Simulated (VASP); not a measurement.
# MgS: single point with PBEsol

MgS:

```xyz
2
Lattice="-1.0926 2.1852 2.1852 2.1852 -1.0926 2.1852 2.1852 2.1852 -1.0926" Properties=species:S:1:pos:R:3 pbc="T T T"
Mg    0.0000    0.0000    0.0000
S     1.6389    1.6389    1.6389
```

This cell differs from its parent crystal: ratio of the length along [111] to the lengths across it x 0.5, volume and fractional coordinates fixed.

* Program: VASP 6.6.1
* Task: single point
* Functional: PBEsol
* Potentials or basis: VASP PAW PBE potentials, release 64 (Mg, S)
* Cutoff: 520 eV
* k mesh: 8 × 8 × 8
* Occupations: gaussian, width 0.05 eV
* Spin: no spin polarisation

```
Pressure               : -2.4 GPa
Band gap on the k mesh : zero (band 4 reaches 5.29 eV, above the bottom of band 5 at 4.99 eV)
```

Levels at points of the mesh, in eV from the Fermi level:
| k point | band 2 | band 3 | band 4 | band 5 | band 6 | band 7 |
| --- | --- | --- | --- | --- | --- | --- |
| (0.00, 0.00, 0.00) | -1.34 | -1.34 | -1.34 | 0.67 | 4.27 | 4.27 |
| (0.50, 0.00, 0.00) | -6.68 | -0.60 | -0.60 | 3.67 | 6.09 | 7.09 |
| (0.50, 0.50, 0.00) | -5.04 | -5.04 | -0.49 | 0.12 | 7.48 | 8.22 |
| (0.50, 0.50, 0.50) | -3.77 | -3.77 | -3.77 | 1.55 | 1.55 | 1.55 |

Run time: 6 s on 1 thread of AMD EPYC 9R45 96-Core Processor (Zen 5), with other jobs on the host, peak memory 0.11 GiB.

Caveat: the PAW data sets were made with another functional, which shifts forces and pressure a little.
